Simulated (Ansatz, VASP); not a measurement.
**TiSi2 in VASP and in Ansatz**

File INCAR:

```
PREC     = Accurate       # precision mode
ENCUT    = 520            # plane-wave cutoff, eV
EDIFF    = 1E-7           # SCF threshold, eV
ISMEAR   = 0              # smearing method
SIGMA    = 0.1            # smearing width, eV
LREAL    = F              # projectors in reciprocal space
LASPH    = T              # aspherical terms in the spheres
NELM     = 150            # most SCF steps
ALGO     = Normal         # electronic algorithm
ISIF     = 2              # what is computed and relaxed
LWAVE    = F              # write WAVECAR
LCHARG   = F              # write CHGCAR
LMAXMIX  = 4              # l up to which the mixer works
LDAU     = T              # DFT+U
LDAUTYPE = 1            
LDAUL    = 2 -1           # shell
LDAUU    = 3.9 0          # U, eV
LDAUJ    = 0.92 0       
LDAUPRINT= 1            
GGA      = PE             # functional
NBANDS   = 17             # bands
```

Contents of KPOINTS:

```
Automatic mesh
0
Gamma
  6 6 6
```

File POSCAR:

```
TiSi2
1.0
   -1.4728720000      1.7121300000      4.2120830000
    1.4728720000     -1.7121300000      4.2120830000
    1.4728720000      1.7121300000     -4.2120830000
Ti Si
1 2
Direct
    0.0000000000      0.0000000000      0.0000000000
    0.3299220000      0.3299220000      0.0000000000
    0.6700780000      0.6700780000      0.0000000000
```

Input for Ansatz:

```yaml
crystal:
  lattice:
    - [-1.472872, 1.71213, 4.212083]
    - [1.472872, -1.71213, 4.212083]
    - [1.472872, 1.71213, -4.212083]
  atoms:
    - { symbol: Ti, position: [0.0, 0.0, 0.0] }
    - { symbol: Si, position: [0.329922, 0.329922, 0.0] }
    - { symbol: Si, position: [0.670078, 0.670078, 0.0] }
basis:
  ecutwfc: 420
  ecutrho_ratio: 4
  precision: f64
kpoints:
  mp_grid: { grid: [6, 6, 6] }
hamiltonian:
  xc: pbe
  hubbard: { sites: [{ species: Ti, l: d, u: 3.9, j: 0.92 }] }
scf:
  occupations: { method: gaussian, width: 0.1 }
output:
  forces: true
  stress: true
  eigenvalues: true
```

Alike in both runs: task single point; functional PBE; k mesh 6 × 6 × 6; occupations gaussian, width 0.1 eV; no spin polarisation; Hubbard terms Ti d U = 3.9 eV, J = 0.92 eV.

|  | VASP | Ansatz |
| --- | --- | --- |
| version | VASP 6.6.1 | Ansatz 0.2.0 |
| potentials or method | VASP PAW PBE potentials, release 64 (Ti_sv, Si), cutoff 520 eV | scalar-relativistic, plane waves, PAW |
| valence electrons in the cell | 20 | 20 |

```csv
,VASP,Ansatz,Ansatz less VASP
gap on the k mesh at the Fermi level (eV),none,none,-
pressure (GPa),3.8,2.8,-1.02
"traceless stress, the component that is largest in VASP (GPa)",3.18,2.62,-0.561
rms of the force components (eV/Å),0.145,0.151,+0.0057
```

The programs project onto different local orbitals, so the same U acts differently, and such runs can settle in different states. Atom by atom the forces differ by 0.006 eV/Å (rms over components). A gap of «none» marks a metal or a gap that the smearing closes. Ansatz's warnings: filled band counts differ across k points.

The k mesh is coarse, so the values compare programs but aren't converged.
